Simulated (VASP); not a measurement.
# Al: single point with PBE+D3(BJ)

Crystal: Al.

```
CELL_PARAMETERS angstrom
0.00000 2.01946 2.01946
2.01946 0.00000 2.01946
2.01946 2.01946 0.00000
ATOMIC_POSITIONS crystal
Al 0.00000 0.00000 0.00000
```

```
Program             : VASP 6.6.1
Task                : single point
Functional          : PBE
Dispersion          : D3(BJ)
Potentials or basis : VASP PAW PBE potentials, release 64 (Al)
Cutoff              : 500 eV
k mesh              : 10 × 10 × 10
Occupations         : gaussian, width 0.1 eV
Spin                : no spin polarisation
```

```json
{
 "Dispersion energy per atom": "-0.337 eV"
}
```

Levels at points of the mesh, in eV from the Fermi level:
| k point | band 1 | band 2 | band 3 | band 4 | band 5 |
| --- | --- | --- | --- | --- | --- |
| (0.00, 0.00, 0.00) | -10.48 | 13.30 | 13.30 | 13.30 | 14.78 |
| (0.50, 0.00, 0.00) | -3.93 | -3.72 | 12.07 | 12.07 | 12.15 |
| (0.50, 0.50, 0.00) | -2.27 | -0.93 | 5.93 | 6.26 | 6.26 |

Wall time 12 s on 1 thread of AMD EPYC 7R13 (shared host), peak memory 0.11 GiB.

Caveat: the cell carries a net charge on a neutralising background, which shifts energy and pressure; the cell is charged against a uniform background, so pressure and absolute levels hang on convention.
